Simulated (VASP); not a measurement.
# TaOs3 (P-6m2) in VASP: relaxation of volume and atoms at fixed shape with LDA

Aim: the relaxation of volume and atoms at fixed shape of TaOs3 with LDA.

All numbers are computed with VASP 6.6.1; they aren't measurements. Logs are shortened: lines on timing, memory, paths and dates and some standing lists are left out, and cuts for length are marked.

## Step 1: The cell of the first run

The structure is hexagonal, space group P-6m2 (No. 187). Conventional cell: a = 2.788 Å, b = 2.788 Å, c = 9.087 Å, α = 90.00°, β = 90.00°, γ = 120.00°. Ta (site symmetry -6m2) has 6 Ta at 2.79 Å and 6 Os at 2.89 Å within 3.7 Å. Within 3.5 Å of Os (site symmetry -6m2) lie 12 Os at 2.68 to 2.79 Å. Within 3.5 Å of Os (site symmetry 3m) lie 9 Os at 2.68 to 2.79 Å and 3 Ta at 2.89 Å.

## Step 2: Relaxation of volume and atoms at fixed shape, LDA

INCAR

```
SYSTEM = TaOs3
PREC     = Accurate       ! precision mode
ENCUT    = 560            ! plane-wave cutoff, eV
EDIFF    = 1E-7           ! SCF threshold, eV
ISMEAR   = -1             ! smearing method
SIGMA    = 0.1            ! smearing width, eV
LREAL    = .False.        ! projectors in reciprocal space
LASPH    = .True.         ! aspherical terms in the spheres
NELM     = 120            ! most SCF steps
ALGO     = Normal         ! electronic algorithm
ISIF     = 8              ! what is computed and relaxed
LWAVE    = .False.        ! write WAVECAR
LCHARG   = .False.        ! write CHGCAR
IBRION   = 2              ! ionic algorithm
NSW      = 80             ! ionic steps
EDIFFG   = -0.03          ! ionic threshold
GGA_COMPAT= .False.      
NELMIN   = 4
```

KPOINTS

```
regular mesh
0
Gamma
  10 10 3
  0 0 0
```

POSCAR

```
TaOs3
1.0
    2.7876460000      0.0000000000      0.0000000000
   -1.3938230000      2.4141720000      0.0000000000
    0.0000000000      0.0000000000      9.0869870000
Ta Os
1 3
Direct
    0.6666666667      0.3333333333      0.0000000000
    0.6666666667      0.3333333333      0.5000000000
    0.3333333333      0.6666666667      0.2647860000
    0.3333333333      0.6666666667      0.7352140000
```

Potentials or basis: VASP PAW LDA potentials, release 64 (Ta_sv_GW, Os_sv_GW).

On the command line:

```console
cat potpaw_LDA.64/Ta_sv_GW/POTCAR potpaw_LDA.64/Os_sv_GW/POTCAR > POTCAR
mpirun -np 1 vasp_std > vasp.out
```

OUTCAR:

```text
SYSTEM = TaOs3
   PREC = Accurate
   ENCUT = 560
   EDIFF = 1E-7
   ISMEAR = -1
   LREAL = .False.
   LASPH = .True.
   NELM = 120
   ISIF = 8
   IBRION = 2
   NSW = 80
   EDIFFG = -0.03
   NELMIN = 4

 ion  position               nearest neighbor table
   1  0.667  0.333  0.000-   3 2.89   4 2.89   3 2.89   4 2.89   3 2.89   4 2.89
   2  0.667  0.333  0.500-   3 2.68   4 2.68   3 2.68   4 2.68   3 2.68   4 2.68
   3  0.333  0.667  0.265-   2 2.68   2 2.68   2 2.68   1 2.89   1 2.89   1 2.89
   4  0.333  0.667  0.735-   2 2.68   2 2.68   2 2.68   1 2.89   1 2.89   1 2.89

  LATTYP: Found a hexagonal cell.
 ALAT       =     2.7876460000
 C/A-ratio  =     3.2597349161

  Lattice vectors:

 A1 = (   2.7876460000,   0.0000000000,   0.0000000000)
 A2 = (  -1.3938230000,   2.4141720000,   0.0000000000)
 A3 = (   0.0000000000,   0.0000000000,   9.0869870000)

Analysis of symmetry for initial positions (statically):
=====================================================================
 Subroutine PRICEL returns:
 Original cell was already a primitive cell.

 Routine SETGRP: Setting up the symmetry group for a
 hexagonal supercell.

 Subroutine GETGRP returns: Found 12 space group operations
 (whereof 12 operations were pure point group operations)
 out of a pool of 24 trial point group operations.

The static configuration has the point symmetry D_3h.

Analysis of symmetry for dynamics (positions and initial velocities):
=====================================================================
 Subroutine PRICEL returns:
 Original cell was already a primitive cell.

 Routine SETGRP: Setting up the symmetry group for a
 hexagonal supercell.

 Subroutine GETGRP returns: Found 12 space group operations
 (whereof 12 operations were pure point group operations)
 out of a pool of 24 trial point group operations.

The dynamic configuration has the point symmetry D_3h.

 Subroutine INISYM returns: Found 12 space group operations
 (whereof 12 operations are pure point group operations),
 and found     1 'primitive' translations

----------------------------------------------------------------------------------------

                                     Primitive cell

  volume of cell :      61.1541

  direct lattice vectors                    reciprocal lattice vectors
     2.787646000  0.000000000  0.000000000     0.358725606  0.207110347  0.000000000
    -1.393823000  2.414172000  0.000000000     0.000000000  0.414220693  0.000000000
     0.000000000  0.000000000  9.086987000     0.000000000  0.000000000  0.110047478

  length of vectors
     2.787646000  2.787645781  9.086987000     0.414220661  0.414220693  0.110047478

  position of ions in fractional coordinates (direct lattice)
     0.666666667  0.333333333  0.000000000
     0.666666667  0.333333333  0.500000000
     0.333333333  0.666666667  0.264786000
     0.333333333  0.666666667  0.735214000

  ion indices of the primitive-cell ions
   primitive index   ion index
                 1           1
                 2           2
                 3           3
                 4           4

----------------------------------------------------------------------------------------

 KPOINTS: regular mesh

Automatic generation of k-mesh.
 Grid dimensions read from file:
 generate k-points for:   10   10    3

 Generating k-lattice:

  Cartesian coordinates                     Fractional coordinates (reciprocal lattice)
     0.035872561  0.020711035  0.000000000     0.100000000  0.000000000  0.000000000
     0.000000000  0.041422069  0.000000000     0.000000000  0.100000000  0.000000000
     0.000000000  0.000000000  0.036682493     0.000000000  0.000000000  0.333333333

  Length of vectors
     0.041422066  0.041422069  0.036682493

  Shift w.r.t. Gamma in fractional coordinates (k-lattice)
     0.000000000  0.000000000  0.000000000

 Subroutine IBZKPT returns following result:
 ===========================================

 Found     28 irreducible k-points:

 Following reciprocal coordinates:
            Coordinates               Weight
  0.000000  0.000000  0.000000      1.000000
  0.100000 -0.000000  0.000000      6.000000
  0.200000 -0.000000  0.000000      6.000000
  0.300000  0.000000  0.000000      6.000000
  0.400000 -0.000000  0.000000      6.000000
  0.500000  0.000000  0.000000      3.000000
[... 16 lines left out ...]
  0.300000  0.100000  0.333333     24.000000
  0.400000  0.100000  0.333333     24.000000
 [... further k-points ...]
   k-points           NKPTS =     28   k-points in BZ     NKDIM =     28   number of bands    NBANDS=     36
   number of dos      NEDOS =    301   number of ions     NIONS =      4
   total plane-waves  NPLWV =  40320
   dimension x,y,z NGX =    24 NGY =   24 NGZ =   70
   dimension x,y,z NGXF=    48 NGYF=   48 NGZF=  140
   ions per type =               1   3
   NGX,Y,Z   is equivalent  to a cutoff of  14.31, 14.31, 12.81 a.u.
   NGXF,Y,Z  is equivalent  to a cutoff of  28.63, 28.63, 25.61 a.u.
 SYSTEM =  TaOs3
   PREC   = accura    normal or accurate (medium, high low for compatibility)
   ISTART =      0    job   : 0-new  1-cont  2-samecut
   ICHARG =      2    charge: 1-file 2-atom 10-const
   ISPIN  =      1    spin polarized calculation?
   LNONCOLLINEAR =      F non collinear calculations
   LSORBIT =      F    spin-orbit coupling
   LASPH  =      T    aspherical Exc in radial PAW
   ENCUT  =  560.0 eV  41.16 Ry    6.42 a.u.   5.38  5.38 17.53*2*pi/ulx,y,z
   NELM   =    120;   NELMIN=  4; NELMDL= -5     # of ELM steps
   EDIFF  = 0.1E-06   stopping-criterion for ELM
   LREAL  =      F    real-space projection
   EDIFFG = -.3E-01   stopping-criterion for IOM
   NSW    =     80    number of steps for IOM
   IBRION =      2    ionic relax: 0-MD 1-quasi-New 2-CG
   NFREE  =      1    steps in history (QN), initial steepest desc. (CG)
   ISIF   =      8    stress and relaxation
   ISYM   =      2    0-nonsym 1-usesym 2-fastsym
   POTIM  = 0.5000    time-step for ionic-motion
   TEBEG  =    0.0;   TEEND  =   0.0 temperature during run
   PSTRESS=    0.0 pullay stress
   NELECT =      61.0000    total number of electrons
   NUPDOWN=      -1.0000    fix difference up-down
   EMIN   =  10.00;   EMAX   =-10.00  energy-range for DOS
   EFERMI =   0.00;   METHOD = LEGACY
   ISMEAR =    -1;   SIGMA  =   0.10  broadening in eV -4-tet -1-fermi 0-gaus
   EFERMI_NEDOS =   21; number of points for ismear=-14 and -15
   IALGO  =     38    algorithm
   IMIX   =      4    mixing-type and parameters
     AMIX     =   0.40;   BMIX     =  1.00
     AMIX_MAG =   1.60;   BMIX_MAG =  1.00
  volume/ion in A,a.u.               =      15.29       103.17
  Fermi-wavevector in a.u.,A,eV,Ry     =   1.635722  3.091067 36.403570  2.675587
  Thomas-Fermi vector in A             =   2.727148
   LORBIT       =      0    0 simple, 1 ext, 2 COOP (PROOUT), +10 PAW based schemes
   GGA     = CA    functional components
   LHFCALC =     F    Hartree Fock is set to
   AEXX    =    0.0000 exact exchange contribution
   IVDW    =     0    specifies the selected vdW correction
   LEPSILON=     F    determine dielectric tensor
   LRPA    =     F    only Hartree local field effects (RPA)
 conjugate gradient relaxation of ions
 non-spin polarized calculation
  energy-cutoff  :      560.00
  volume of cell :       61.15
 maximum number of plane-waves:      1895
 NGX is ok and might be reduce to    24
   NGX = 11   NGY = 11   NGZ = 35

--------------------------------------- Ionic step        1  -------------------------------------------

 number of electron      61.0000000 magnetization

 Free energy of the ion-electron system (eV)
  ---------------------------------------------------
  ext. energy  EPLUGINS =         0.00000000
  ---------------------------------------------------
  free energy    TOTEN  =       -56.55092051 eV

  energy without entropy =      -56.45025762  energy(sigma->0) =      -56.50058907

------------------------ aborting loop because EDIFF is reached ----------------------------------------

  FORCE on cell =-STRESS in cart. coord.  units (eV):
  Direction    XX          YY          ZZ          XY          YZ          ZX
  --------------------------------------------------------------------------------------
  -------------------------------------------------------------------------------------
  Total       -6.2556283     -6.2556270     -6.1654581      0.0000000      0.0000000      0.0000000
  in kB     -163.8912556   -163.8912213   -161.5288852      0.0000000      0.0000000      0.0000000
  external PRESSURE =    -163.1037874 kB  Pullay stress =       0.0000000 kB

 VOLUME and BASIS-vectors are now :
 -----------------------------------------------------------------------------
  energy-cutoff  :      560.00
  volume of cell :       61.15
      direct lattice vectors                 reciprocal lattice vectors
     2.787646000  0.000000000  0.000000000     0.358725606  0.207110347  0.000000000
    -1.393823000  2.414172000  0.000000000     0.000000000  0.414220693  0.000000000
     0.000000000  0.000000000  9.086987000     0.000000000  0.000000000  0.110047478
[... 153 lines left out ...]
 POSITION                                       TOTAL-FORCE (eV/Angst)
 -----------------------------------------------------------------------------------
      1.37204      0.79214      0.00000         0.000000      0.000000      0.000000
      1.37204      0.79214      4.47247        -0.000000      0.000000      0.000000
     -0.00000      1.58429      2.37015         0.000000     -0.000000     -0.103449
     -0.00000      1.58429      6.57479         0.000000     -0.000000      0.103449
 -----------------------------------------------------------------------------------
    total drift:                                0.000000     -0.000001     -0.000000

  FREE ENERGIE OF THE ION-ELECTRON SYSTEM (eV)
  ---------------------------------------------------
  free  energy   TOTEN  =       -56.7013073082 eV

  energy  without entropy=      -56.6084506518  energy(sigma->0) =      -56.65487898

--------------------------------------- Ionic step        6  -------------------------------------------

 number of electron      60.9999998 magnetization

 Free energy of the ion-electron system (eV)
  ---------------------------------------------------
  ext. energy  EPLUGINS =         0.00000000
  ---------------------------------------------------
  free energy    TOTEN  =       -56.70183915 eV

  energy without entropy =      -56.60857700  energy(sigma->0) =      -56.65520808

 E-fermi :  12.9967     XC(G=0): -14.5308

 val. band max:       12.9870745350   @ k =   0.4000   0.2000   0.0000
 cond. band min:      13.0716016511   @ k =   0.0000   0.0000   0.0000
 fundamental gap:      0.0845271161
 Fermi energy:        12.9966876634

 k-point     1 :       0.0000    0.0000    0.0000
  band No.  band energies     occupation
      1     -73.3115      2.00000
      2     -72.9069      2.00000
      3     -72.9004      2.00000
      4     -54.0151      2.00000
      5     -33.2929      2.00000
      6     -32.5860      2.00000
[... 925 lines left out ...]
     35      16.3135      0.00000
     36      16.8911      0.00000

 [... further k-points ...]

------------------------ aborting loop because EDIFF is reached ----------------------------------------

  FORCE on cell =-STRESS in cart. coord.  units (eV):
  Direction    XX          YY          ZZ          XY          YZ          ZX
  --------------------------------------------------------------------------------------
  -------------------------------------------------------------------------------------
  Total       -0.1409411     -0.1409410      0.2777301      0.0000000     -0.0000000      0.0000000
  in kB       -3.8730460     -3.8730452      7.6319949      0.0000000     -0.0000000      0.0000000
  external PRESSURE =      -0.0380321 kB  Pullay stress =       0.0000000 kB

 VOLUME and BASIS-vectors are now :
 -----------------------------------------------------------------------------
  energy-cutoff  :      560.00
  volume of cell :       58.30
      direct lattice vectors                 reciprocal lattice vectors
     2.743642625  0.000000000  0.000000000     0.364478956  0.210432046  0.000000000
    -1.371821312  2.376063963  0.000000000     0.000000000  0.420864091  0.000000000
     0.000000000  0.000000000  8.943547661     0.000000000  0.000000000  0.111812453

 POSITION                                       TOTAL-FORCE (eV/Angst)
 -----------------------------------------------------------------------------------
      1.37182      0.79202      0.00000        -0.000000      0.000000      0.000000
      1.37182      0.79202      4.47177        -0.000000      0.000000      0.000000
     -0.00000      1.58404      2.36559         0.000000      0.000000     -0.023522
     -0.00000      1.58404      6.57795         0.000000     -0.000000      0.023522
 -----------------------------------------------------------------------------------
    total drift:                                0.000000     -0.000001     -0.000000

  FREE ENERGIE OF THE ION-ELECTRON SYSTEM (eV)
  ---------------------------------------------------
  free  energy   TOTEN  =       -56.7018391548 eV

  energy  without entropy=      -56.6085770005  energy(sigma->0) =      -56.65520808

 reached required accuracy - stopping structural energy minimisation
```

Run time: 4.6 min. Hardware: 1 thread of Intel Xeon Platinum 8488C (Sapphire Rapids), shared host; peak memory 0.22 GiB.

What came out:

| Property | Result |
| --- | --- |
| Free energy | -56.7018 eV |
| Relaxed volume | 14.58 Å³/atom |
| Relaxed cell | a = 2.744 Å, b = 2.744 Å, c = 8.944 Å, α = 90.00°, β = 90.00°, γ = 120.00° |
| Space group after relaxing (to 0.1 Å) | P-6m2 (No. 187) |
| Pressure after relaxing | 0.0 GPa |
| Largest force after relaxing | 0.024 eV/Å |
| Band gap on the k mesh | zero (an odd number of electrons rules out a gap without spin polarisation) |

Forces on the atoms (eV/Å):
```
Ta   0.000  0.000  0.000
Os   0.000  0.000  0.000
Os   0.000  0.000 -0.024
Os   0.000  0.000  0.024
```

Stress tensor (GPa, compression positive):
```
-0.39  0.00  0.00
 0.00 -0.39  0.00
 0.00  0.00  0.76
```

Final structure:
```
Ta Os
1.0
     2.74364    0.00000    0.00000
    -1.37182    2.37606    0.00000
     0.00000    0.00000    8.94355
Ta Os
1 3
Direct
  0.66667 0.33333 0.00000
  0.66667 0.33333 0.50000
  0.33333 0.66667 0.26450
  0.33333 0.66667 0.73550
```

Caveat: spin-orbit coupling is left out, which moves the levels of the heavy elements.

The gap in the log of VASP goes by the Fermi energy; the results here count the filled bands.